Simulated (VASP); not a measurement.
# ZnAu (Pm-3m) in VASP: further runs

Runs on ZnAu. Level: PBE. Tasks: single point.

Program: VASP 6.6.1. These are calculated values, not measurements. Logs are shortened: lines on timing, memory, paths and dates and some standing lists are left out, and cuts for length are marked.

## 1. The cell of the first run

The structure is cubic, space group Pm-3m (No. 221). The conventional cell has a = 3.126 Å, b = 3.126 Å, c = 3.126 Å, α = 90.00°, β = 90.00°, γ = 90.00°. Au (site symmetry m-3m) has 8 Zn at 2.71 Å and 6 Au at 3.13 Å within 3.6 Å. Zn (site symmetry m-3m) has 8 Au at 2.71 Å and 6 Zn at 3.13 Å within 3.6 Å.

## 2. Single point, PBE (volume scaled by 0.98)

INCAR reads:

```
SYSTEM = ZnAu
PREC = Accurate
ENCUT = 520
EDIFF = 1E-6
ISMEAR = -1
SIGMA = 0.05
LREAL = .False.
LASPH = .True.
NELM = 80
ALGO = Normal
ISIF = 2
LWAVE = .False.
LCHARG = .False.
GGA = PE
NBANDS = 18
```

KPOINTS reads:

```
Automatic mesh
0
Gamma
  8 8 8
  0 0 0
```

POSCAR reads:

```
ZnAu
1.0
    3.1258785582      0.0000000000      0.0000000000
    0.0000000000      3.1258785582      0.0000000000
    0.0000000000      0.0000000000      3.1258785582
Au Zn
1 1
Direct
    0.0000000000      0.0000000000      0.0000000000
    0.5000000000      0.5000000000      0.5000000000
```

Potentials or basis: VASP PAW PBE potentials, release 64 (Au, Zn).

Launch:

```
> cat potpaw_PBE.64/Au/POTCAR potpaw_PBE.64/Zn/POTCAR > POTCAR
> mpirun -np 1 vasp_std > vasp.out
```

OUTCAR:

```text
SYSTEM = ZnAu
   PREC = Accurate
   ENCUT = 520
   EDIFF = 1E-6
   ISMEAR = -1
   LREAL = .False.
   LASPH = .True.
   NELM = 80
   ISIF = 2
   GGA = PE

 ion  position               nearest neighbor table
   1  0.000  0.000  0.000-   2 2.71   2 2.71   2 2.71   2 2.71   2 2.71   2 2.71   2 2.71   2 2.71

   2  0.500  0.500  0.500-   1 2.71   1 2.71   1 2.71   1 2.71   1 2.71   1 2.71   1 2.71   1 2.71

  LATTYP: Found a simple cubic cell.
 ALAT       =     3.1258785582

  Lattice vectors:

 A1 = (   3.1258785582,   0.0000000000,   0.0000000000)
 A2 = (   0.0000000000,   3.1258785582,   0.0000000000)
 A3 = (   0.0000000000,   0.0000000000,   3.1258785582)

Analysis of symmetry for initial positions (statically):
=====================================================================
 Subroutine PRICEL returns:
 Original cell was already a primitive cell.

 Routine SETGRP: Setting up the symmetry group for a
 simple cubic supercell.

 Subroutine GETGRP returns: Found 48 space group operations
 (whereof 48 operations were pure point group operations)
 out of a pool of 48 trial point group operations.

The static configuration has the point symmetry O_h .

Analysis of symmetry for dynamics (positions and initial velocities):
=====================================================================
 Subroutine PRICEL returns:
 Original cell was already a primitive cell.

 Routine SETGRP: Setting up the symmetry group for a
 simple cubic supercell.

 Subroutine GETGRP returns: Found 48 space group operations
 (whereof 48 operations were pure point group operations)
 out of a pool of 48 trial point group operations.

The dynamic configuration has the point symmetry O_h .

 Subroutine INISYM returns: Found 48 space group operations
 (whereof 48 operations are pure point group operations),
 and found     1 'primitive' translations

----------------------------------------------------------------------------------------

                                     Primitive cell

  volume of cell :      30.5433

  direct lattice vectors                    reciprocal lattice vectors
     3.125878558  0.000000000  0.000000000     0.319910061  0.000000000  0.000000000
     0.000000000  3.125878558  0.000000000     0.000000000  0.319910061  0.000000000
     0.000000000  0.000000000  3.125878558     0.000000000  0.000000000  0.319910061

  length of vectors
     3.125878558  3.125878558  3.125878558     0.319910061  0.319910061  0.319910061

  position of ions in fractional coordinates (direct lattice)
     0.000000000  0.000000000  0.000000000
     0.500000000  0.500000000  0.500000000

  ion indices of the primitive-cell ions
   primitive index   ion index
                 1           1
                 2           2

----------------------------------------------------------------------------------------

 KPOINTS: Automatic mesh

Automatic generation of k-mesh.
 Grid dimensions read from file:
 generate k-points for:    8    8    8

 Generating k-lattice:

  Cartesian coordinates                     Fractional coordinates (reciprocal lattice)
     0.039988758  0.000000000  0.000000000     0.125000000  0.000000000  0.000000000
     0.000000000  0.039988758  0.000000000     0.000000000  0.125000000  0.000000000
     0.000000000  0.000000000  0.039988758     0.000000000  0.000000000  0.125000000

  Length of vectors
     0.039988758  0.039988758  0.039988758

  Shift w.r.t. Gamma in fractional coordinates (k-lattice)
     0.000000000  0.000000000  0.000000000

 Subroutine IBZKPT returns following result:
 ===========================================

 Found     35 irreducible k-points:

 Following reciprocal coordinates:
            Coordinates               Weight
  0.000000  0.000000  0.000000      1.000000
  0.125000  0.000000  0.000000      6.000000
  0.250000  0.000000  0.000000      6.000000
  0.375000  0.000000  0.000000      6.000000
  0.500000  0.000000  0.000000      3.000000
  0.125000  0.125000  0.000000     12.000000
[... 16 lines left out ...]
  0.375000  0.375000  0.125000     24.000000
  0.500000  0.375000  0.125000     24.000000
 [... further k-points ...]
   k-points           NKPTS =     35   k-points in BZ     NKDIM =     35   number of bands    NBANDS=     18
   number of dos      NEDOS =    301   number of ions     NIONS =      2
   total plane-waves  NPLWV =  13824
   dimension x,y,z NGX =    24 NGY =   24 NGZ =   24
   dimension x,y,z NGXF=    48 NGYF=   48 NGZF=   48
   ions per type =               1   1
   NGX,Y,Z   is equivalent  to a cutoff of  12.76, 12.76, 12.76 a.u.
   NGXF,Y,Z  is equivalent  to a cutoff of  25.53, 25.53, 25.53 a.u.
 SYSTEM =  ZnAu
   PREC   = accura    normal or accurate (medium, high low for compatibility)
   ISTART =      0    job   : 0-new  1-cont  2-samecut
   ICHARG =      2    charge: 1-file 2-atom 10-const
   ISPIN  =      1    spin polarized calculation?
   LNONCOLLINEAR =      F non collinear calculations
   LSORBIT =      F    spin-orbit coupling
   LASPH  =      T    aspherical Exc in radial PAW
   ENCUT  =  520.0 eV  38.22 Ry    6.18 a.u.   5.81  5.81  5.81*2*pi/ulx,y,z
   NELM   =     80;   NELMIN=  2; NELMDL= -5     # of ELM steps
   EDIFF  = 0.1E-05   stopping-criterion for ELM
   LREAL  =      F    real-space projection
   EDIFFG = 0.1E-04   stopping-criterion for IOM
   NSW    =      0    number of steps for IOM
   IBRION =     -1    ionic relax: 0-MD 1-quasi-New 2-CG
   NFREE  =      0    steps in history (QN), initial steepest desc. (CG)
   ISIF   =      2    stress and relaxation
   ISYM   =      2    0-nonsym 1-usesym 2-fastsym
   POTIM  = 0.5000    time-step for ionic-motion
   TEBEG  =    0.0;   TEEND  =   0.0 temperature during run
   PSTRESS=    0.0 pullay stress
   NELECT =      23.0000    total number of electrons
   NUPDOWN=      -1.0000    fix difference up-down
   EMIN   =  10.00;   EMAX   =-10.00  energy-range for DOS
   EFERMI =   0.00;   METHOD = LEGACY
   ISMEAR =    -1;   SIGMA  =   0.05  broadening in eV -4-tet -1-fermi 0-gaus
   EFERMI_NEDOS =   21; number of points for ismear=-14 and -15
   IALGO  =     38    algorithm
   IMIX   =      4    mixing-type and parameters
     AMIX     =   0.40;   BMIX     =  1.00
     AMIX_MAG =   1.60;   BMIX_MAG =  1.00
  volume/ion in A,a.u.               =      15.27       103.06
  Fermi-wavevector in a.u.,A,eV,Ry     =   1.489402  2.814562 30.182064  2.218319
  Thomas-Fermi vector in A             =   2.602315
   LORBIT       =      0    0 simple, 1 ext, 2 COOP (PROOUT), +10 PAW based schemes
   GGA     = PE    functional components
   LHFCALC =     F    Hartree Fock is set to
   AEXX    =    0.0000 exact exchange contribution
   IVDW    =     0    specifies the selected vdW correction
   LEPSILON=     F    determine dielectric tensor
   LRPA    =     F    only Hartree local field effects (RPA)
 non-spin polarized calculation
  energy-cutoff  :      520.00
  volume of cell :       30.54
 maximum number of plane-waves:       840
 NGX is ok and might be reduce to    24
   NGX = 11   NGY = 11   NGZ = 11

 number of electron      22.9999971 magnetization

 Free energy of the ion-electron system (eV)
  ---------------------------------------------------
  ext. energy  EPLUGINS =         0.00000000
  ---------------------------------------------------
  free energy    TOTEN  =        -4.71215615 eV

  energy without entropy =       -4.70972289  energy(sigma->0) =       -4.71093952

 E-fermi :   7.2442     XC(G=0): -12.4930

 val. band max:        7.0670540494   @ k =   0.5000   0.3750   0.2500
 cond. band min:       7.4080940662   @ k =   0.3750   0.3750   0.1250
 fundamental gap:      0.3410400168
 Fermi energy:         7.2441682225

 k-point     1 :       0.0000    0.0000    0.0000
  band No.  band energies     occupation
      1      -3.4608      2.00000
      2      -0.8794      2.00000
      3      -0.8794      2.00000
      4      -0.1388      2.00000
      5      -0.1388      2.00000
      6      -0.1388      2.00000
[... 10 lines left out ...]
     17      19.6288      0.00000
     18      25.7317      0.00000

 k-point     2 :       0.1250    0.0000    0.0000
  band No.  band energies     occupation
      1      -3.1801      2.00000
      2      -0.8154      2.00000
      3      -0.7947      2.00000
      4      -0.1416      2.00000
      5      -0.1416      2.00000
      6      -0.1148      2.00000
[... 10 lines left out ...]
     17      20.9707      0.00000
     18      25.6254      0.00000

 k-point     3 :       0.2500    0.0000    0.0000
  band No.  band energies     occupation
      1      -2.3799      2.00000
      2      -0.6476      2.00000
      3      -0.5945      2.00000
      4      -0.1450      2.00000
      5      -0.1450      2.00000
      6      -0.0554      2.00000
[... 10 lines left out ...]
     17      23.7391      0.00000
     18      23.9828      0.00000

 k-point     4 :       0.3750    0.0000    0.0000
  band No.  band energies     occupation
      1      -1.2363      2.00000
      2      -0.4541      2.00000
      3      -0.4023      2.00000
      4      -0.1427      2.00000
      5      -0.1427      2.00000
      6       0.0063      2.00000
[... 375 lines left out ...]
      4      -0.3082      2.00000
      5      -0.0919      2.00000
      6       1.0264      2.00000
[... 10 lines left out ...]
     17      20.7183      0.00000
     18      23.6876      0.00000

 k-point    23 :       0.3750    0.3750    0.1250
  band No.  band energies     occupation
      1      -0.8952      2.00000
      2      -0.7175      2.00000
      3      -0.4434      2.00000
      4      -0.3579      2.00000
      5       0.0577      2.00000
      6       0.7714      2.00000
[... 10 lines left out ...]
     17      19.7769      0.00000
     18      21.9057      0.00000

 k-point    24 :       0.5000    0.3750    0.1250
  band No.  band energies     occupation
      1      -0.8998      2.00000
      2      -0.8093      2.00000
      3      -0.4466      2.00000
      4      -0.4370      2.00000
      5       0.1281      2.00000
      6       0.8931      2.00000
[... 10 lines left out ...]
     17      19.6794      0.00000
     18      21.9844      0.00000

 [... further k-points ...]

------------------------ aborting loop because EDIFF is reached ----------------------------------------

  FORCE on cell =-STRESS in cart. coord.  units (eV):
  Direction    XX          YY          ZZ          XY          YZ          ZX
  --------------------------------------------------------------------------------------
  -------------------------------------------------------------------------------------
  Total        1.5913551      1.5913551      1.5913551     -0.0000000     -0.0000000      0.0000000
  in kB       83.4759527     83.4759527     83.4759527     -0.0000000     -0.0000000      0.0000000
  external PRESSURE =      83.4759527 kB  Pullay stress =       0.0000000 kB

 VOLUME and BASIS-vectors are now :
 -----------------------------------------------------------------------------
  energy-cutoff  :      520.00
  volume of cell :       30.54
      direct lattice vectors                 reciprocal lattice vectors
     3.125878558  0.000000000  0.000000000     0.319910061  0.000000000  0.000000000
     0.000000000  3.125878558  0.000000000     0.000000000  0.319910061  0.000000000
     0.000000000  0.000000000  3.125878558     0.000000000  0.000000000  0.319910061

 POSITION                                       TOTAL-FORCE (eV/Angst)
 -----------------------------------------------------------------------------------
      0.00000      0.00000      0.00000         0.000000      0.000000      0.000000
      1.56294      1.56294      1.56294         0.000000      0.000000      0.000000
 -----------------------------------------------------------------------------------
    total drift:                                0.000000      0.000000     -0.000000

  FREE ENERGIE OF THE ION-ELECTRON SYSTEM (eV)
  ---------------------------------------------------
  free  energy   TOTEN  =        -4.7121561451 eV

  energy  without entropy=       -4.7097228890  energy(sigma->0) =       -4.71093952
```

Run time: 11 s. Hardware: 1 thread of AMD EPYC 7R13 (Zen 3), shared host; peak memory 0.12 GiB.

Results:

- Free energy: -4.7122 eV
- Pressure: 8.3 GPa

Caveat: spin-orbit coupling is left out, which moves the levels of the heavy elements.

## 3. Single point, PBE (volume scaled by 1.02)

INCAR reads:

```
  PREC = Accurate
  ENCUT = 520
  EDIFF = 1E-6
  ISMEAR = -1
  SIGMA = 0.05
  LREAL = False
  LASPH = True
  NELM = 60
  ALGO = Normal
  ISIF = 2
  LWAVE = False
  LCHARG = False
  GGA = PE
  NBANDS = 18
```

KPOINTS reads:

```
Automatic mesh
0
Gamma
  8 8 8
```

POSCAR reads:

```
ZnAu
1.0
    3.1678416670      0.0000000000      0.0000000000
    0.0000000000      3.1678416670      0.0000000000
    0.0000000000      0.0000000000      3.1678416670
Au Zn
1 1
Direct
    0.0000000000      0.0000000000      0.0000000000
    0.5000000000      0.5000000000      0.5000000000
```

Potentials or basis: VASP PAW PBE potentials, release 64 (Au, Zn).

Launch:

```
> cat potpaw_PBE.64/Au/POTCAR potpaw_PBE.64/Zn/POTCAR > POTCAR
> mpirun -np 1 vasp_std > vasp.out
```

Run time: 10 s. Hardware: 1 thread of AMD EPYC 7R13 (Zen 3), shared host; peak memory 0.12 GiB.

The run converged. Its results:

```
Free energy : -4.7540 eV
Pressure    : 2.5 GPa
```

Levels at points of the mesh, in eV from the Fermi level:
```
           k point  band 9  band 10  band 11  band 12  band 13  band 14
(0.00, 0.00, 0.00)   -3.60    -3.60    -3.60     5.08     5.08     5.08
(0.50, 0.00, 0.00)   -4.72    -4.72    -3.74    -2.26    10.50    11.13
(0.50, 0.50, 0.00)   -3.94    -3.03    -1.78    -1.78     0.88     2.50
(0.50, 0.50, 0.50)   -2.98    -2.98     1.46     3.58     3.85     3.85
```

Caveat: spin-orbit coupling is left out, which moves the levels of the heavy elements.

## 4. Single point, PBE (volume scaled by 1.04)

INCAR reads:

```
SYSTEM = ZnAu
ALGO = Normal
EDIFF = 1E-6
ENCUT = 520
GGA = PE
ISIF = 2
ISMEAR = -1
LASPH = .TRUE.
LCHARG = .FALSE.
LREAL = .FALSE.
LWAVE = .FALSE.
NBANDS = 18
NELM = 60
PREC = Accurate
SIGMA = 0.05
```

KPOINTS reads:

```
k-points
0
G
  8 8 8
  0 0 0
```

POSCAR reads:

```
ZnAu
1.0
    3.1884126438      0.0000000000      0.0000000000
    0.0000000000      3.1884126438      0.0000000000
    0.0000000000      0.0000000000      3.1884126438
Au Zn
1 1
Direct
    0.0000000000      0.0000000000      0.0000000000
    0.5000000000      0.5000000000      0.5000000000
```

Launch:

```
> cat potpaw_PBE.64/Au/POTCAR potpaw_PBE.64/Zn/POTCAR > POTCAR
> mpirun -np 1 vasp_std > vasp.out
```

Run time: 11 s. Hardware: 1 thread of AMD EPYC 7R13 (Zen 3), shared host; peak memory 0.12 GiB.

It converged, with:

```yaml
Free_energy: -4.7593 eV
Pressure: 0.1 GPa
```

Levels at points of the mesh, in eV from the Fermi level:
```tsv
k point	band 9	band 10	band 11	band 12	band 13	band 14
(0.00, 0.00, 0.00)	-3.56	-3.56	-3.56	5.06	5.06	5.06
(0.50, 0.00, 0.00)	-4.64	-4.64	-3.69	-2.25	10.46	10.98
(0.50, 0.50, 0.00)	-3.90	-3.00	-1.70	-1.70	0.82	2.39
(0.50, 0.50, 0.50)	-2.96	-2.96	1.41	3.46	3.83	3.83
```

Caveat: spin-orbit coupling is left out, which moves the levels of the heavy elements.

## 5. Single point, PBE (volume scaled by 1.06)

INCAR reads:

```
SYSTEM = ZnAu
  ALGO = Normal
  EDIFF = 1E-7
  ENCUT = 520
  GGA = PE
  ISIF = 2
  ISMEAR = -1
  LASPH = .True.
  LCHARG = .True.
  LELF = .True.
  LREAL = .False.
  LVHAR = .True.
  LWAVE = .False.
  NBANDS = 18
  NELM = 100
  PREC = Accurate
  SIGMA = 0.05
```

KPOINTS reads:

```
k-points
0
Gamma
  8 8 8
  0 0 0
```

POSCAR reads:

```
ZnAu
1.0
    3.2087215522      0.0000000000      0.0000000000
    0.0000000000      3.2087215522      0.0000000000
    0.0000000000      0.0000000000      3.2087215522
Au Zn
1 1
Direct
    0.0000000000      0.0000000000      0.0000000000
    0.5000000000      0.5000000000      0.5000000000
```

Launch:

```
> cat potpaw_PBE.64/Au/POTCAR potpaw_PBE.64/Zn/POTCAR > POTCAR
> mpirun -np 1 vasp_std > vasp.out
```

Run time: 13 s. Hardware: 1 thread of AMD EPYC 7R13 (Zen 3), shared host; peak memory 0.12 GiB.

The run converged. Its results:

| Item | Value |
| --- | --- |
| Free energy | -4.7558 eV |
| Pressure | -2.0 GPa |

Levels at points of the mesh, in eV from the Fermi level:
| k point | band 9 | band 10 | band 11 | band 12 | band 13 | band 14 |
| --- | --- | --- | --- | --- | --- | --- |
| (0.00, 0.00, 0.00) | -3.52 | -3.52 | -3.52 | 5.03 | 5.03 | 5.03 |
| (0.50, 0.00, 0.00) | -4.56 | -4.56 | -3.65 | -2.24 | 10.43 | 10.83 |
| (0.50, 0.50, 0.00) | -3.86 | -2.98 | -1.62 | -1.62 | 0.76 | 2.28 |
| (0.50, 0.50, 0.50) | -2.93 | -2.93 | 1.35 | 3.35 | 3.81 | 3.81 |

Caveat: spin-orbit coupling is left out, which moves the levels of the heavy elements.

## 6. Summary

| cell | gap on the mesh (eV) | pressure (GPa) |
| --- | --- | --- |
| a = 3.126 Å, 2 atoms | none | 8.3 |
| a = 3.168 Å, 2 atoms | none | 2.5 |
| a = 3.188 Å, 2 atoms | none | 0.1 |
| a = 3.209 Å, 2 atoms | none | -2.0 |

Alike in all rows: task single point; level PBE; potentials or basis VASP PAW PBE potentials, release 64 (Au, Zn); no spin polarisation; k mesh 8 × 8 × 8; cutoff (eV) 520; smearing fermi-dirac 0.05 eV.

Caveats: spin-orbit coupling is left out, which moves the levels of the heavy elements.

Total energies depend on the potentials used, so only differences within one code and one set of settings carry meaning.
